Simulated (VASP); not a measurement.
# Be3Se4 (Pmn2_1) in VASP: further runs

Be3Se4 is run at these levels: PBE; tasks: single point, relaxation of shape and atoms at fixed volume.

Everything below comes from runs of VASP 6.6.1. Logs are shortened: lines on timing, memory, paths and dates and some standing lists are left out, and cuts for length are marked.

### 1 The cell of the first run

The structure is orthorhombic, space group Pmn2_1 (No. 31). Conventional cell: a = 7.092 Å, b = 6.761 Å, c = 6.379 Å, α = 90.00°, β = 90.00°, γ = 90.00°. Be (site symmetry m) has 4 Se at 2.14 to 2.32 Å within 2.8 Å. Be (site symmetry 1) has 4 Se at 2.15 to 2.34 Å within 2.8 Å. Within 2.8 Å of Se (site symmetry m) lie 3 Be at 2.15 to 2.17 Å. Se (site symmetry 1) has 3 Be at 2.31 to 2.34 Å and 1 Se at 2.46 Å within 3.1 Å. Within 2.8 Å of Se (site symmetry m) lie 3 Be at 2.14 to 2.15 Å.

### 2 Single point, PBE

File INCAR:

```
PREC = Accurate ; ENCUT = 520
EDIFF = 1E-6 ; ISMEAR = 0
SIGMA = 0.2 ; LREAL = F
LASPH = T ; NELM = 100
ALGO = Normal ; ISIF = 2
LWAVE = F ; LCHARG = F
GGA = PE ; NBANDS = 43
```

File KPOINTS:

```
Automatic mesh
0
Gamma
  3 3 3
```

File POSCAR:

```
Be3Se4
1.0
    7.0921929895      0.0000000000      0.0000000000
    0.0000000000      6.7605403155      0.0000000000
    0.0000000000      0.0000000000      6.3792841377
Be Se
6 8
Direct
    0.0000000000      0.1451218748      0.5399500440
    0.7477757045      0.3262128686     -0.0046054535
    0.2522242955      0.3262128686     -0.0046054535
    0.5000000000      0.8548781252      0.0399500440
    0.2477757045      0.6737871314      0.4953945465
    0.7522242955      0.6737871314      0.4953945465
    0.0000000000      0.8475982361      0.4214252606
    0.8264642184      0.3718409717      0.3479171438
    0.1735357816      0.3718409717      0.3479171438
    0.5000000000      0.1524017639      0.9214252606
    0.6735357816      0.6281590283      0.8479171438
    0.3264642184      0.6281590283      0.8479171438
    0.5000000000      0.8074869059      0.3720013149
    0.0000000000      0.1925130941      0.8720013149
```

Potentials or basis: VASP PAW PBE potentials, release 64 (Be, Se).

The run is started by

```sh
$ cat potpaw_PBE.64/Be/POTCAR potpaw_PBE.64/Se/POTCAR > POTCAR
$ mpirun -np 1 vasp_std > vasp.out
```

OUTCAR:

```text
PREC = Accurate
   ENCUT = 520
   EDIFF = 1E-6
   ISMEAR = 0
   LREAL = F
   LASPH = T
   NELM = 100
   ISIF = 2
   GGA = PE

 ion  position               nearest neighbor table
   1  0.000  0.145  0.540-  14 2.14   7 2.15   9 2.32   8 2.32
   2  0.748  0.326  0.995-  14 2.15  10 2.17  11 2.31   8 2.34
   3  0.252  0.326  0.995-  14 2.15  10 2.17  12 2.31   9 2.34
   4  0.500  0.855  0.040-  13 2.14  10 2.15  12 2.32  11 2.32
   5  0.248  0.674  0.495-  13 2.15   7 2.17   9 2.31  12 2.34
   6  0.752  0.674  0.495-  13 2.15   7 2.17   8 2.31  11 2.34
   7  0.000  0.848  0.421-   1 2.15   5 2.17   6 2.17
   8  0.826  0.372  0.348-   6 2.31   1 2.32   2 2.34   9 2.46
   9  0.174  0.372  0.348-   5 2.31   1 2.32   3 2.34   8 2.46
  10  0.500  0.152  0.921-   4 2.15   3 2.17   2 2.17
  11  0.674  0.628  0.848-   2 2.31   4 2.32   6 2.34  12 2.46
  12  0.326  0.628  0.848-   3 2.31   4 2.32   5 2.34  11 2.46
  13  0.500  0.807  0.372-   4 2.14   5 2.15   6 2.15
  14  0.000  0.193  0.872-   1 2.14   2 2.15   3 2.15

  LATTYP: Found a simple orthorhombic cell.
 ALAT       =     6.3792841377
 B/A-ratio  =     1.0597647274
 C/A-ratio  =     1.1117537386

  Lattice vectors:

 A1 = (   0.0000000000,   0.0000000000,  -6.3792841377)
 A2 = (   0.0000000000,   6.7605403155,   0.0000000000)
 A3 = (   7.0921929895,   0.0000000000,   0.0000000000)

Analysis of symmetry for initial positions (statically):
=====================================================================
 Subroutine PRICEL returns:
 Original cell was already a primitive cell.

 Routine SETGRP: Setting up the symmetry group for a
 simple orthorhombic supercell.

 Subroutine GETGRP returns: Found  4 space group operations
 (whereof  2 operations were pure point group operations)
 out of a pool of  8 trial point group operations.

The static configuration has the point symmetry C_1h.
 The point group associated with its full space group is C_2v.

Analysis of symmetry for dynamics (positions and initial velocities):
=====================================================================
 Subroutine PRICEL returns:
 Original cell was already a primitive cell.

 Routine SETGRP: Setting up the symmetry group for a
 simple orthorhombic supercell.

 Subroutine GETGRP returns: Found  4 space group operations
 (whereof  2 operations were pure point group operations)
 out of a pool of  8 trial point group operations.

The dynamic configuration has the point symmetry C_1h.
 The point group associated with its full space group is C_2v.

 Subroutine INISYM returns: Found  4 space group operations
 (whereof  2 operations are pure point group operations),
 and found     1 'primitive' translations

----------------------------------------------------------------------------------------

                                     Primitive cell

  volume of cell :     305.8679

  direct lattice vectors                    reciprocal lattice vectors
     7.092192989  0.000000000  0.000000000     0.141000111  0.000000000  0.000000000
     0.000000000  6.760540316  0.000000000     0.000000000  0.147917171  0.000000000
     0.000000000  0.000000000  6.379284138     0.000000000  0.000000000  0.156757401

  length of vectors
     7.092192989  6.760540316  6.379284138     0.141000111  0.147917171  0.156757401

  position of ions in fractional coordinates (direct lattice)
     0.000000000  0.145121875  0.539950044
     0.747775705  0.326212869  0.995394547
     0.252224295  0.326212869  0.995394547
     0.500000000  0.854878125  0.039950044
     0.247775705  0.673787131  0.495394547
     0.752224295  0.673787131  0.495394547
     0.000000000  0.847598236  0.421425261
     0.826464218  0.371840972  0.347917144
     0.173535782  0.371840972  0.347917144
     0.500000000  0.152401764  0.921425261
     0.673535782  0.628159028  0.847917144
     0.326464218  0.628159028  0.847917144
     0.500000000  0.807486906  0.372001315
     0.000000000  0.192513094  0.872001315

  ion indices of the primitive-cell ions
   primitive index   ion index
                 1           1
                 2           2
                 3           3
                 4           4
                 5           5
                 6           6
                 7           7
                 8           8
                 9           9
                10          10
                11          11
                12          12
                13          13
                14          14

----------------------------------------------------------------------------------------

 KPOINTS: Automatic mesh

Automatic generation of k-mesh.
 Grid dimensions read from file:
 generate k-points for:    3    3    3

 Generating k-lattice:

  Cartesian coordinates                     Fractional coordinates (reciprocal lattice)
     0.047000037  0.000000000  0.000000000     0.333333333  0.000000000  0.000000000
     0.000000000  0.049305724  0.000000000     0.000000000  0.333333333  0.000000000
     0.000000000  0.000000000  0.052252467     0.000000000  0.000000000  0.333333333

  Length of vectors
     0.047000037  0.049305724  0.052252467

  Shift w.r.t. Gamma in fractional coordinates (k-lattice)
     0.000000000  0.000000000  0.000000000

 Subroutine IBZKPT returns following result:
 ===========================================

 Found      8 irreducible k-points:

 Following reciprocal coordinates:
            Coordinates               Weight
  0.000000  0.000000  0.000000      1.000000
  0.333333  0.000000  0.000000      2.000000
  0.000000  0.333333  0.000000      2.000000
  0.333333  0.333333  0.000000      4.000000
  0.000000  0.000000  0.333333      2.000000
  0.333333  0.000000  0.333333      4.000000
  0.000000  0.333333  0.333333      4.000000
  0.333333  0.333333  0.333333      8.000000
   k-points           NKPTS =      8   k-points in BZ     NKDIM =      8   number of bands    NBANDS=     43
   number of dos      NEDOS =    301   number of ions     NIONS =     14
   total plane-waves  NPLWV = 129600
   dimension x,y,z NGX =    54 NGY =   50 NGZ =   48
   dimension x,y,z NGXF=   108 NGYF=  100 NGZF=   96
   ions per type =               6   8
   NGX,Y,Z   is equivalent  to a cutoff of  12.66, 12.30, 12.51 a.u.
   NGXF,Y,Z  is equivalent  to a cutoff of  25.32, 24.59, 25.02 a.u.
 SYSTEM =  unknown system
   PREC   = accura    normal or accurate (medium, high low for compatibility)
   ISTART =      0    job   : 0-new  1-cont  2-samecut
   ICHARG =      2    charge: 1-file 2-atom 10-const
   ISPIN  =      1    spin polarized calculation?
   LNONCOLLINEAR =      F non collinear calculations
   LSORBIT =      F    spin-orbit coupling
   LASPH  =      T    aspherical Exc in radial PAW
   ENCUT  =  520.0 eV  38.22 Ry    6.18 a.u.  13.19 12.57 11.86*2*pi/ulx,y,z
   NELM   =    100;   NELMIN=  2; NELMDL= -5     # of ELM steps
   EDIFF  = 0.1E-05   stopping-criterion for ELM
   LREAL  =      F    real-space projection
   EDIFFG = 0.1E-04   stopping-criterion for IOM
   NSW    =      0    number of steps for IOM
   IBRION =     -1    ionic relax: 0-MD 1-quasi-New 2-CG
   NFREE  =      0    steps in history (QN), initial steepest desc. (CG)
   ISIF   =      2    stress and relaxation
   ISYM   =      2    0-nonsym 1-usesym 2-fastsym
   POTIM  = 0.5000    time-step for ionic-motion
   TEBEG  =    0.0;   TEEND  =   0.0 temperature during run
   PSTRESS=    0.0 pullay stress
   NELECT =      60.0000    total number of electrons
   NUPDOWN=      -1.0000    fix difference up-down
   EMIN   =  10.00;   EMAX   =-10.00  energy-range for DOS
   EFERMI =   0.00;   METHOD = LEGACY
   ISMEAR =     0;   SIGMA  =   0.20  broadening in eV -4-tet -1-fermi 0-gaus
   EFERMI_NEDOS =   21; number of points for ismear=-14 and -15
   IALGO  =     38    algorithm
   IMIX   =      4    mixing-type and parameters
     AMIX     =   0.40;   BMIX     =  1.00
     AMIX_MAG =   1.60;   BMIX_MAG =  1.00
  volume/ion in A,a.u.               =      21.85       147.44
  Fermi-wavevector in a.u.,A,eV,Ry     =   0.951219  1.797544 12.310796  0.904818
  Thomas-Fermi vector in A             =   2.079669
   LORBIT       =      0    0 simple, 1 ext, 2 COOP (PROOUT), +10 PAW based schemes
   GGA     = PE    functional components
   LHFCALC =     F    Hartree Fock is set to
   AEXX    =    0.0000 exact exchange contribution
   IVDW    =     0    specifies the selected vdW correction
   LEPSILON=     F    determine dielectric tensor
   LRPA    =     F    only Hartree local field effects (RPA)
 non-spin polarized calculation
 Gauss-broadening in eV      SIGMA  =   0.20
  energy-cutoff  :      520.00
  volume of cell :      305.87
 maximum number of plane-waves:      8264
 NGX is ok and might be reduce to    54
   NGX = 27   NGY = 25   NGZ = 23

 number of electron      60.0000004 magnetization

 Free energy of the ion-electron system (eV)
  ---------------------------------------------------
  ext. energy  EPLUGINS =         0.00000000
  ---------------------------------------------------
  free energy    TOTEN  =       -57.81362488 eV

  energy without entropy =      -57.81362438  energy(sigma->0) =      -57.81362463

 E-fermi :   2.2298     XC(G=0):  -8.4289

 val. band max:        1.5387913747   @ k =   0.3333   0.3333   0.3333
 cond. band min:       2.8780859574   @ k =   0.3333   0.0000   0.0000
 fundamental gap:      1.3392945827
 Fermi energy:         2.2298200160

 k-point     1 :       0.0000    0.0000    0.0000
  band No.  band energies     occupation
      1     -12.7266      2.00000
      2     -12.3653      2.00000
      3     -10.3511      2.00000
      4     -10.3094      2.00000
      5     -10.3055      2.00000
      6      -9.9506      2.00000
[... 349 lines left out ...]
     41       7.5952      0.00000
     42       7.7878      0.00000
 [bands above 42 left out]

------------------------ aborting loop because EDIFF is reached ----------------------------------------

  FORCE on cell =-STRESS in cart. coord.  units (eV):
  Direction    XX          YY          ZZ          XY          YZ          ZX
  --------------------------------------------------------------------------------------
  -------------------------------------------------------------------------------------
  Total        0.3493631      0.3070540      0.3057697      0.0000000      0.0000000      0.0000000
  in kB        1.8300111      1.6083901      1.6016631      0.0000000      0.0000000      0.0000000
  external PRESSURE =       1.6800214 kB  Pullay stress =       0.0000000 kB

 VOLUME and BASIS-vectors are now :
 -----------------------------------------------------------------------------
  energy-cutoff  :      520.00
  volume of cell :      305.87
      direct lattice vectors                 reciprocal lattice vectors
     7.092192989  0.000000000  0.000000000     0.141000111  0.000000000  0.000000000
     0.000000000  6.760540316  0.000000000     0.000000000  0.147917171  0.000000000
     0.000000000  0.000000000  6.379284138     0.000000000  0.000000000  0.156757401

 POSITION                                       TOTAL-FORCE (eV/Angst)
 -----------------------------------------------------------------------------------
      0.00000      0.98110      3.44449         0.000000     -0.001516      0.004542
      5.30337      2.20538      6.34990        -0.008432      0.004520      0.004203
      1.78882      2.20538      6.34990         0.008432      0.004520      0.004203
      3.54610      5.77944      0.25485         0.000000      0.001516      0.004542
      1.75727      4.55517      3.16026        -0.008432     -0.004520      0.004203
      5.33492      4.55517      3.16026         0.008432     -0.004520      0.004203
      0.00000      5.73022      2.68839         0.000000     -0.007820     -0.022085
      5.86144      2.51385      2.21946        -0.015685      0.009062      0.001637
      1.23075      2.51385      2.21946         0.015685      0.009062      0.001637
      3.54610      1.03032      5.87803         0.000000      0.007820     -0.022085
      4.77685      4.24669      5.40910         0.015685     -0.009062      0.001637
      2.31535      4.24669      5.40910        -0.015685     -0.009062      0.001637
      3.54610      5.45905      2.37310         0.000000      0.006321      0.005862
      0.00000      1.30149      5.56274         0.000000     -0.006321      0.005862
 -----------------------------------------------------------------------------------
    total drift:                                0.000000     -0.000000      0.000106

  FREE ENERGIE OF THE ION-ELECTRON SYSTEM (eV)
  ---------------------------------------------------
  free  energy   TOTEN  =       -57.8136248760 eV

  energy  without entropy=      -57.8136243799  energy(sigma->0) =      -57.81362463
```

Wall time 2.7 min (1 thread of Intel Xeon Platinum 8488C (Sapphire Rapids), shared host); peak memory 0.34 GiB.

What came out:

```yaml
Free_energy: -57.8136 eV
Pressure: 0.2 GPa
Largest_force: 0.023 eV/Å
Band_gap_on_the_k_mesh: 1.34 eV (least direct gap 1.37 eV)
```

Forces in eV/Å, atoms in the order of the input:
```
Be   0.000 -0.002  0.005
Be  -0.008  0.005  0.004
Be   0.008  0.005  0.004
Be   0.000  0.002  0.005
Be  -0.008 -0.005  0.004
Be   0.008 -0.005  0.004
Se   0.000 -0.008 -0.022
Se  -0.016  0.009  0.002
Se   0.016  0.009  0.002
Se   0.000  0.008 -0.022
Se   0.016 -0.009  0.002
Se  -0.016 -0.009  0.002
Se   0.000  0.006  0.006
Se   0.000 -0.006  0.006
```

Levels at points of the mesh, in eV from the valence-band top:
| k point | band 27 | band 28 | band 29 | band 30 | band 31 | band 32 | band 33 | band 34 |
| --- | --- | --- | --- | --- | --- | --- | --- | --- |
| (0.00, 0.00, 0.00) | -0.65 | -0.60 | -0.24 | -0.21 | 2.00 | 2.08 | 4.00 | 4.42 |

Caveat: an odd mesh through Γ misses points on the zone boundary, where band edges can lie.

### 3 Relaxation of shape and atoms at fixed volume, PBE (23.16 Å³/atom)

This run uses another cell than the first one, of 23.16 Å³/atom.

File INCAR:

```
SYSTEM = Be3Se4
PREC = Accurate
ENCUT = 600
EDIFF = 1E-7
ISMEAR = 0
SIGMA = 0.02
LREAL = .False.
LASPH = .True.
NELM = 60
ALGO = Normal
ISIF = 4
LWAVE = .False.
LCHARG = .False.
GGA = PE
IBRION = 2
NSW = 50
EDIFFG = -0.01
```

File KPOINTS:

```
Automatic mesh
0
Gamma
  4 4 4
  0 0 0
```

File POSCAR:

```
Be3Se4
1.0
    7.2320340542      0.0000000000      0.0000000000
    0.0000000000      6.8770722118      0.0000000000
    0.0000000000      0.0000000000      6.5188974370
Be Se
6 8
Direct
    0.0000000000      0.1478835727      0.5404521202
    0.7469949061      0.3263731439      0.9946265432
    0.2530050939      0.3263731439      0.9946265432
    0.5000000000      0.8521164273      0.0404521202
    0.2469949061      0.6736268561      0.4946265432
    0.7530050939      0.6736268561      0.4946265432
    0.0000000000      0.8485970228      0.4284454116
    0.8284818399      0.3735891070      0.3463280047
    0.1715181601      0.3735891070      0.3463280047
    0.5000000000      0.1514029772      0.9284454116
    0.6715181601      0.6264108930      0.8463280047
    0.3284818399      0.6264108930      0.8463280047
    0.5000000000      0.7992646147      0.3691933725
    0.0000000000      0.2007353853      0.8691933725
```

Potentials or basis: VASP PAW PBE potentials, release 64 (Be, Se).

The run is started by

```sh
$ cat potpaw_PBE.64/Be/POTCAR potpaw_PBE.64/Se/POTCAR > POTCAR
$ mpirun -np 1 vasp_std > vasp.out
```

It took 1.9 h on 1 thread of Oxide Virtual Turin-like, shared host; peak memory 0.64 GiB.

It converged, with:

- Free energy: -57.7238 eV
- Energy gained by relaxing: 1.0 meV/atom
- Ionic steps: 15
- Pressure after relaxing: -1.7 GPa
- Largest force after relaxing: 0.010 eV/Å
- Band gap on the k mesh: 1.22 eV (least direct gap 1.40 eV)

Forces in eV/Å, atoms in the order of the input:
```
Be   0.000  0.000  0.002
Be  -0.001  0.000  0.001
Be   0.001  0.000  0.001
Be   0.000  0.000  0.002
Be  -0.001  0.000  0.001
Be   0.001  0.000  0.001
Se   0.000 -0.001 -0.007
Se   0.001 -0.002  0.002
Se  -0.001 -0.002  0.002
Se   0.000  0.001 -0.007
Se  -0.001  0.002  0.002
Se   0.001  0.002  0.002
Se   0.000 -0.010  0.000
Se   0.000  0.010  0.000
```

The path:
```csv
step,energy change (eV),largest force (eV/Å),pressure (GPa),volume (Å³)
1,0.0000,0.1589,-2.24,324.22
2,-0.0058,0.0886,-2.07,324.22
3,-0.0063,0.0874,-2.01,324.22
4,-0.0087,0.0641,-1.95,324.22
5,-0.0100,0.0495,-1.90,324.22
6,-0.0101,0.0650,-1.87,324.22
7,-0.0113,0.0520,-1.84,324.22
8,-0.0122,0.0711,-1.79,324.22
9,-0.0131,0.0482,-1.77,324.22
10,-0.0137,0.0293,-1.74,324.22
11,-0.0138,0.0221,-1.74,324.22
12,-0.0140,0.0134,-1.73,324.22
13,-0.0140,0.0133,-1.73,324.22
14,-0.0140,0.0133,-1.72,324.22
15,-0.0141,0.0099,-1.73,324.22
```

Final structure:
```cif
data_structure
_symmetry_space_group_name_H-M 'P 1'
_symmetry_Int_Tables_number 1
_cell_length_a 7.2326
_cell_length_b 6.8651
_cell_length_c 6.5298
_cell_angle_alpha 90.000
_cell_angle_beta 90.000
_cell_angle_gamma 90.000
_cell_volume 324.22
loop_
_atom_site_label
_atom_site_type_symbol
_atom_site_fract_x
_atom_site_fract_y
_atom_site_fract_z
_atom_site_occupancy
Be1 Be 0.00000 0.15048 0.54024 1
Be2 Be 0.74666 0.32632 0.99390 1
Be3 Be 0.25334 0.32632 0.99390 1
Be4 Be 0.50000 0.84952 0.04024 1
Be5 Be 0.24666 0.67368 0.49390 1
Be6 Be 0.75334 0.67368 0.49390 1
Se1 Se 0.00000 0.84932 0.43607 1
Se2 Se 0.83020 0.37532 0.34474 1
Se3 Se 0.16980 0.37532 0.34474 1
Se4 Se 0.50000 0.15068 0.93607 1
Se5 Se 0.66980 0.62468 0.84474 1
Se6 Se 0.33020 0.62468 0.84474 1
Se7 Se 0.50000 0.79263 0.36641 1
Se8 Se 0.00000 0.20737 0.86641 1
```

Levels at points of the mesh, in eV from the valence-band top:
```csv
k point,band 26,band 27,band 28,band 29,band 30,band 31,band 32,band 33,band 34,band 35
"(0.00, 0.00, 0.00)",-1.07,-0.79,-0.66,-0.47,-0.44,1.82,1.88,3.53,4.16,4.29
"(0.50, 0.00, 0.00)",-1.22,-0.53,-0.53,-0.21,-0.21,1.22,1.22,3.81,3.81,4.54
"(0.00, 0.50, 0.00)",-0.98,-0.78,-0.74,-0.54,-0.38,1.74,1.86,3.98,3.99,4.03
"(0.50, 0.50, 0.00)",-1.23,-0.67,-0.67,-0.26,-0.26,1.50,1.50,4.19,4.19,4.24
"(0.00, 0.00, 0.50)",-1.02,-0.87,-0.87,-0.22,-0.22,1.78,1.78,3.68,3.68,4.19
"(0.50, 0.00, 0.50)",-1.41,-0.77,-0.77,-0.26,-0.26,1.48,1.48,4.01,4.01,4.29
"(0.00, 0.50, 0.50)",-1.07,-1.05,-1.05,-0.34,-0.34,1.73,1.73,3.60,3.60,3.94
"(0.50, 0.50, 0.50)",-1.76,-0.85,-0.85,0.00,0.00,1.40,1.40,3.71,3.71,4.55
```
